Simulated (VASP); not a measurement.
CdS (sol), 4 atoms in the cell. Symmetry: P6_3mc, No. 186, hexagonal system. Conventional cell: a = 4.125 Å, b = 4.125 Å, c = 6.708 Å, α = 90.00°, β = 90.00°, γ = 120.00°. Cd (site symmetry 3m) has 4 S at 2.52 to 2.53 Å within 3.3 Å. Within 3.3 Å of S (site symmetry 3m) lie 4 Cd at 2.52 to 2.53 Å. 

| Quantity | Value |
| --- | --- |
| Program | VASP 6.6.1 |
| Task | single point |
| Functional | PBEsol |
| Potentials or basis | VASP PAW PBE potentials, release 64 (Cd, S) |
| Cutoff | 520 eV |
| k mesh | 6 × 6 × 4 |
| Occupations | gaussian, width 0.02 eV |
| Spin | no spin polarisation |
| Dipole correction | no |
| Further INCAR settings | ALGO = Normal; EDIFF = 1e-07; NBANDS = 26 |

Potentials or basis: VASP PAW PBE potentials, release 64 (Cd, S).

Command:

```console
$ cat potpaw_PBE.64/Cd/POTCAR potpaw_PBE.64/S/POTCAR > POTCAR
$ mpirun -np 1 vasp_std > vasp.out
```

Hardware: 1 thread of Intel(R) Xeon(R) 6975P-C (Granite Rapids) (shared host).

How long does it take, and how much memory?

Run time: 21 s on 1 thread of Intel(R) Xeon(R) 6975P-C (Granite Rapids), with other jobs on the host, peak memory 0.23 GiB. Counts: scf iterations 15, k points 21.
